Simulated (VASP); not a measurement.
# WC (P-6m2) in VASP: further runs

WC is run at these levels: PBEsol; tasks: single point.

Program: VASP 6.6.1. These are calculated values, not measurements. Logs are shortened: lines on timing, memory, paths and dates and some standing lists are left out, and cuts for length are marked.

### Step 1. The cell of the first run

It takes space group P-6m2 (No. 187, hexagonal). Conventional cell: a = 2.899 Å, b = 2.899 Å, c = 2.827 Å, α = 90.00°, β = 90.00°, γ = 120.00°. W (site symmetry -6m2) has 6 C at 2.19 Å and 8 W at 2.83 to 2.90 Å within 2.9 Å. C (site symmetry -6m2) has 6 W at 2.19 Å and 8 C at 2.83 to 2.90 Å within 2.9 Å.

### Step 2. Single point, PBEsol

INCAR

```
PREC = Accurate
ENCUT = 520
EDIFF = 1E-7
ISMEAR = -1
SIGMA = 0.15
LREAL = False
LASPH = True
NELM = 60
ALGO = Normal
ISIF = 2
LWAVE = False
LCHARG = False
GGA = PS
NBANDS = 16
```

KPOINTS

```
regular mesh
0
Gamma
  18 18 14
```

POSCAR

```
WC
1.0
    2.8993928912      0.0000000000      0.0000000000
   -1.4496964456      2.5109478994      0.0000000000
    0.0000000000      0.0000000000      2.8265150991
W C
1 1
Direct
    0.0000000000      0.0000000000      0.0000000000
    0.6666666667      0.3333333333      0.5000000000
```

Potentials or basis: VASP PAW PBE potentials, release 64 (W_sv, C).

Started as:

```
> cat potpaw_PBE.64/W_sv/POTCAR potpaw_PBE.64/C/POTCAR > POTCAR
> mpirun -np 1 vasp_std > vasp.out
```

OUTCAR:

```text
PREC = Accurate
   ENCUT = 520
   EDIFF = 1E-7
   ISMEAR = -1
   LREAL = False
   LASPH = True
   NELM = 60
   ISIF = 2
   GGA = PS

 ion  position               nearest neighbor table
   1  0.000  0.000  0.000-   2 2.19   2 2.19   2 2.19   2 2.19   2 2.19   2 2.19
   2  0.667  0.333  0.500-   1 2.19   1 2.19   1 2.19   1 2.19   1 2.19   1 2.19

  LATTYP: Found a hexagonal cell.
 ALAT       =     2.8993928912
 C/A-ratio  =     0.9748644648

  Lattice vectors:

 A1 = (   2.8993928912,   0.0000000000,   0.0000000000)
 A2 = (  -1.4496964456,   2.5109478994,   0.0000000000)
 A3 = (   0.0000000000,   0.0000000000,   2.8265150991)

Analysis of symmetry for initial positions (statically):
=====================================================================
 Subroutine PRICEL returns:
 Original cell was already a primitive cell.

 Routine SETGRP: Setting up the symmetry group for a
 hexagonal supercell.

 Subroutine GETGRP returns: Found 12 space group operations
 (whereof 12 operations were pure point group operations)
 out of a pool of 24 trial point group operations.

The static configuration has the point symmetry D_3h.

Analysis of symmetry for dynamics (positions and initial velocities):
=====================================================================
 Subroutine PRICEL returns:
 Original cell was already a primitive cell.

 Routine SETGRP: Setting up the symmetry group for a
 hexagonal supercell.

 Subroutine GETGRP returns: Found 12 space group operations
 (whereof 12 operations were pure point group operations)
 out of a pool of 24 trial point group operations.

The dynamic configuration has the point symmetry D_3h.

 Subroutine INISYM returns: Found 12 space group operations
 (whereof 12 operations are pure point group operations),
 and found     1 'primitive' translations

----------------------------------------------------------------------------------------

                                     Primitive cell

  volume of cell :      20.5777

  direct lattice vectors                    reciprocal lattice vectors
     2.899392891  0.000000000  0.000000000     0.344899790  0.199127987  0.000000000
    -1.449696446  2.510947899  0.000000000     0.000000000  0.398255973  0.000000000
     0.000000000  0.000000000  2.826515099     0.000000000  0.000000000  0.353792555

  length of vectors
     2.899392891  2.899392891  2.826515099     0.398255973  0.398255973  0.353792555

  position of ions in fractional coordinates (direct lattice)
     0.000000000  0.000000000  0.000000000
     0.666666667  0.333333333  0.500000000

  ion indices of the primitive-cell ions
   primitive index   ion index
                 1           1
                 2           2

----------------------------------------------------------------------------------------

 KPOINTS: regular mesh

Automatic generation of k-mesh.
 Grid dimensions read from file:
 generate k-points for:   18   18   14

 Generating k-lattice:

  Cartesian coordinates                     Fractional coordinates (reciprocal lattice)
     0.019161099  0.011062666  0.000000000     0.055555556 -0.000000000  0.000000000
     0.000000000  0.022125332  0.000000000     0.000000000  0.055555556  0.000000000
     0.000000000  0.000000000  0.025270897     0.000000000  0.000000000  0.071428571

  Length of vectors
     0.022125332  0.022125332  0.025270897

  Shift w.r.t. Gamma in fractional coordinates (k-lattice)
     0.000000000  0.000000000  0.000000000

 Subroutine IBZKPT returns following result:
 ===========================================

 Found    296 irreducible k-points:

 Following reciprocal coordinates:
            Coordinates               Weight
  0.000000  0.000000  0.000000      1.000000
  0.055556  0.000000  0.000000      6.000000
  0.111111  0.000000  0.000000      6.000000
  0.166667  0.000000  0.000000      6.000000
  0.222222  0.000000  0.000000      6.000000
  0.277778  0.000000  0.000000      6.000000
[... 16 lines left out ...]
  0.333333  0.111111  0.000000     12.000000
  0.388889  0.111111  0.000000     12.000000
 [... further k-points ...]
   k-points           NKPTS =    296   k-points in BZ     NKDIM =    296   number of bands    NBANDS=     16
   number of dos      NEDOS =    301   number of ions     NIONS =      2
   total plane-waves  NPLWV =  13824
   dimension x,y,z NGX =    24 NGY =   24 NGZ =   24
   dimension x,y,z NGXF=    48 NGYF=   48 NGZF=   48
   ions per type =               1   1
   NGX,Y,Z   is equivalent  to a cutoff of  13.76, 13.76, 14.12 a.u.
   NGXF,Y,Z  is equivalent  to a cutoff of  27.52, 27.52, 28.23 a.u.
 SYSTEM =  unknown system
   PREC   = accura    normal or accurate (medium, high low for compatibility)
   ISTART =      0    job   : 0-new  1-cont  2-samecut
   ICHARG =      2    charge: 1-file 2-atom 10-const
   ISPIN  =      1    spin polarized calculation?
   LNONCOLLINEAR =      F non collinear calculations
   LSORBIT =      F    spin-orbit coupling
   LASPH  =      T    aspherical Exc in radial PAW
   ENCUT  =  520.0 eV  38.22 Ry    6.18 a.u.   5.39  5.39  5.26*2*pi/ulx,y,z
   NELM   =     60;   NELMIN=  2; NELMDL= -5     # of ELM steps
   EDIFF  = 0.1E-06   stopping-criterion for ELM
   LREAL  =      F    real-space projection
   EDIFFG = 0.1E-05   stopping-criterion for IOM
   NSW    =      0    number of steps for IOM
   IBRION =     -1    ionic relax: 0-MD 1-quasi-New 2-CG
   NFREE  =      0    steps in history (QN), initial steepest desc. (CG)
   ISIF   =      2    stress and relaxation
   ISYM   =      2    0-nonsym 1-usesym 2-fastsym
   POTIM  = 0.5000    time-step for ionic-motion
   TEBEG  =    0.0;   TEEND  =   0.0 temperature during run
   PSTRESS=    0.0 pullay stress
   NELECT =      18.0000    total number of electrons
   NUPDOWN=      -1.0000    fix difference up-down
   EMIN   =  10.00;   EMAX   =-10.00  energy-range for DOS
   EFERMI =   0.00;   METHOD = LEGACY
   ISMEAR =    -1;   SIGMA  =   0.15  broadening in eV -4-tet -1-fermi 0-gaus
   EFERMI_NEDOS =   21; number of points for ismear=-14 and -15
   IALGO  =     38    algorithm
   IMIX   =      4    mixing-type and parameters
     AMIX     =   0.40;   BMIX     =  1.00
     AMIX_MAG =   1.60;   BMIX_MAG =  1.00
  volume/ion in A,a.u.               =      10.29        69.43
  Fermi-wavevector in a.u.,A,eV,Ry     =   1.565670  2.958688 33.352280  2.451323
  Thomas-Fermi vector in A             =   2.668112
   LORBIT       =      0    0 simple, 1 ext, 2 COOP (PROOUT), +10 PAW based schemes
   GGA     = PS    functional components
   LHFCALC =     F    Hartree Fock is set to
   AEXX    =    0.0000 exact exchange contribution
   IVDW    =     0    specifies the selected vdW correction
   LEPSILON=     F    determine dielectric tensor
   LRPA    =     F    only Hartree local field effects (RPA)
 non-spin polarized calculation
  energy-cutoff  :      520.00
  volume of cell :       20.58
 maximum number of plane-waves:       575
 NGX is ok and might be reduce to    24
   NGX = 11   NGY = 11   NGZ = 11

 number of electron      18.0000001 magnetization

 Free energy of the ion-electron system (eV)
  ---------------------------------------------------
  ext. energy  EPLUGINS =         0.00000000
  ---------------------------------------------------
  free energy    TOTEN  =       -23.91106137 eV

  energy without entropy =      -23.88763750  energy(sigma->0) =      -23.89934944

 E-fermi :  11.0932     XC(G=0): -13.9742

 val. band max:       11.0919907481   @ k =   0.4444   0.0556   0.4286
 cond. band min:      11.1579574048   @ k =   0.0000   0.0000   0.0714
 fundamental gap:      0.0659666567
 Fermi energy:        11.0932110834

 k-point     1 :       0.0000    0.0000    0.0000
  band No.  band energies     occupation
      1     -62.8584      2.00000
      2     -26.8452      2.00000
      3     -26.7400      2.00000
      4     -26.7400      2.00000
      5      -3.4414      2.00000
      6       6.6767      2.00000
[... 8 lines left out ...]
     15      25.4468      0.00000
     16      27.8256      0.00000

 k-point     2 :       0.0556    0.0000    0.0000
  band No.  band energies     occupation
      1     -62.8566      2.00000
      2     -26.8417      2.00000
      3     -26.7669      2.00000
      4     -26.7460      2.00000
      5      -3.3583      2.00000
      6       6.7075      2.00000
[... 8 lines left out ...]
     15      25.2504      0.00000
     16      28.0003      0.00000

 k-point     3 :       0.1111    0.0000    0.0000
  band No.  band energies     occupation
      1     -62.8513      2.00000
      2     -26.8438      2.00000
      3     -26.8318      2.00000
      4     -26.7635      2.00000
      5      -3.1157      2.00000
      6       6.6821      2.00000
[... 8 lines left out ...]
     15      24.9253      0.00000
     16      28.5034      0.00000

 k-point     4 :       0.1667    0.0000    0.0000
  band No.  band energies     occupation
      1     -62.8432      2.00000
      2     -26.9601      2.00000
      3     -26.8165      2.00000
      4     -26.7900      2.00000
      5      -2.7326      2.00000
      6       6.3126      2.00000
[... 8 lines left out ...]
     15      24.7503      0.00000
     16      29.2792      0.00000

 k-point     5 :       0.2222    0.0000    0.0000
  band No.  band energies     occupation
      1     -62.8333      2.00000
      2     -27.1000      2.00000
      3     -26.8225      2.00000
      4     -26.7977      2.00000
      5      -2.2395      2.00000
      6       5.7625      2.00000
[... 8 lines left out ...]
     15      24.8862      0.00000
     16      29.4420      0.00000

 k-point     6 :       0.2778    0.0000    0.0000
  band No.  band energies     occupation
      1     -62.8227      2.00000
      2     -27.2459      2.00000
      3     -26.8567      2.00000
      4     -26.7776      2.00000
      5      -1.6768      2.00000
      6       5.2096      2.00000
[... 8 lines left out ...]
     15      25.4319      0.00000
     16      28.9795      0.00000

 k-point     7 :       0.3333    0.0000    0.0000
  band No.  band energies     occupation
      1     -62.8128      2.00000
      2     -27.3803      2.00000
      3     -26.8887      2.00000
      4     -26.7586      2.00000
      5      -1.0971      2.00000
      6       4.7199      2.00000
[... 8 lines left out ...]
     15      26.0459      0.00000
     16      27.8235      0.00000

 k-point     8 :       0.3889    0.0000    0.0000
  band No.  band energies     occupation
      1     -62.8047      2.00000
      2     -27.4881      2.00000
      3     -26.9146      2.00000
      4     -26.7431      2.00000
      5      -0.5696      2.00000
      6       4.3281      2.00000
[... 8 lines left out ...]
     15      25.3406      0.00000
     16      28.1133      0.00000

 k-point     9 :       0.4444    0.0000    0.0000
  band No.  band energies     occupation
      1     -62.7994      2.00000
      2     -27.5575      2.00000
      3     -26.9315      2.00000
      4     -26.7330      2.00000
      5      -0.1852      2.00000
      6       4.0661      2.00000
[... 8 lines left out ...]
     15      24.3354      0.00000
     16      28.9075      0.00000
[... 172 lines left out ...]
 k-point    19 :       0.1111    0.1111    0.0000
  band No.  band energies     occupation
      1     -62.8388      2.00000
      2     -27.0144      2.00000
      3     -26.8141      2.00000
      4     -26.8080      2.00000
      5      -2.5119      2.00000
      6       6.0916      2.00000
[... 8 lines left out ...]
     15      24.7795      0.00000
     16      29.3583      0.00000

 k-point    20 :       0.1667    0.1111    0.0000
  band No.  band energies     occupation
      1     -62.8294      2.00000
      2     -27.1351      2.00000
      3     -26.8548      2.00000
      4     -26.7903      2.00000
      5      -2.0323      2.00000
      6       5.6075      2.00000
[... 8 lines left out ...]
     15      25.0060      0.00000
     16      29.3091      0.00000

 k-point    21 :       0.2222    0.1111    0.0000
  band No.  band energies     occupation
      1     -62.8195      2.00000
      2     -27.2608      2.00000
      3     -26.8984      2.00000
      4     -26.7714      2.00000
      5      -1.4814      2.00000
      6       5.1259      2.00000
[... 8 lines left out ...]
     15      25.5652      0.00000
     16      28.7517      0.00000

 k-point    22 :       0.2778    0.1111    0.0000
  band No.  band energies     occupation
      1     -62.8102      2.00000
      2     -27.3766      2.00000
      3     -26.9393      2.00000
      4     -26.7536      2.00000
      5      -0.9104      2.00000
      6       4.6984      2.00000
[... 8 lines left out ...]
     15      26.2352      0.00000
     16      27.7085      0.00000

 k-point    23 :       0.3333    0.1111    0.0000
  band No.  band energies     occupation
      1     -62.8025      2.00000
      2     -27.4696      2.00000
      3     -26.9726      2.00000
      4     -26.7390      2.00000
      5      -0.3883      2.00000
      6       4.3571      2.00000
[... 8 lines left out ...]
     15      25.7810      0.00000
     16      27.9352      0.00000

 k-point    24 :       0.3889    0.1111    0.0000
  band No.  band energies     occupation
      1     -62.7975      2.00000
      2     -27.5297      2.00000
      3     -26.9942      2.00000
      4     -26.7295      2.00000
      5      -0.0070      2.00000
      6       4.1301      2.00000
[... 8 lines left out ...]
     15      24.9257      0.00000
     16      28.6444      0.00000

 [... further k-points ...]

------------------------ aborting loop because EDIFF is reached ----------------------------------------

  FORCE on cell =-STRESS in cart. coord.  units (eV):
  Direction    XX          YY          ZZ          XY          YZ          ZX
  --------------------------------------------------------------------------------------
  -------------------------------------------------------------------------------------
  Total        0.1518680      0.1518680      0.1961125      0.0000000      0.0000000      0.0000000
  in kB       11.8244438     11.8244438     15.2693261      0.0000000      0.0000000      0.0000000
  external PRESSURE =      12.9727379 kB  Pullay stress =       0.0000000 kB

 VOLUME and BASIS-vectors are now :
 -----------------------------------------------------------------------------
  energy-cutoff  :      520.00
  volume of cell :       20.58
      direct lattice vectors                 reciprocal lattice vectors
     2.899392891  0.000000000  0.000000000     0.344899790  0.199127987  0.000000000
    -1.449696446  2.510947899  0.000000000     0.000000000  0.398255973  0.000000000
     0.000000000  0.000000000  2.826515099     0.000000000  0.000000000  0.353792555

 POSITION                                       TOTAL-FORCE (eV/Angst)
 -----------------------------------------------------------------------------------
      0.00000      0.00000      0.00000         0.000000      0.000000      0.000000
      1.44970      0.83698      1.41326        -0.000000      0.000000      0.000000
 -----------------------------------------------------------------------------------
    total drift:                                0.000000     -0.000000      0.000000

  FREE ENERGIE OF THE ION-ELECTRON SYSTEM (eV)
  ---------------------------------------------------
  free  energy   TOTEN  =       -23.9110613740 eV

  energy  without entropy=      -23.8876374963  energy(sigma->0) =      -23.89934944
```

Wall time 1.9 min (1 thread of Intel Xeon 8259CL, shared host); peak memory 0.22 GiB.

What came out:

* Free energy: -23.9111 eV
* Pressure: 1.3 GPa
* Band gap on the k mesh: zero (bands 9 and 10 overlap by 1.23 eV)

Levels at points of the mesh, in eV from the Fermi level:
| k point | band 5 | band 6 | band 7 | band 8 | band 9 | band 10 | band 11 | band 12 | band 13 | band 14 |
| --- | --- | --- | --- | --- | --- | --- | --- | --- | --- | --- |
| (0.00, 0.00, 0.00) | -14.53 | -4.42 | -3.41 | -3.41 | 0.09 | 3.23 | 3.23 | 5.67 | 5.67 | 6.41 |
| (0.50, 0.00, 0.00) | -11.13 | -7.12 | -3.68 | -3.67 | -0.49 | 2.33 | 4.54 | 4.91 | 6.89 | 9.71 |
| (0.00, 0.00, 0.50) | -10.40 | -8.77 | -2.08 | -2.08 | -0.64 | -0.64 | 3.71 | 4.51 | 4.51 | 9.98 |
| (0.50, 0.00, 0.50) | -11.35 | -6.56 | -4.41 | -4.24 | 0.27 | 4.45 | 5.36 | 6.70 | 9.27 | 10.20 |

Caveat: the PAW data sets were made with another functional, which shifts forces and pressure a little; spin-orbit coupling is left out, which moves the levels of the heavy elements.

[end of part 1 of 2]
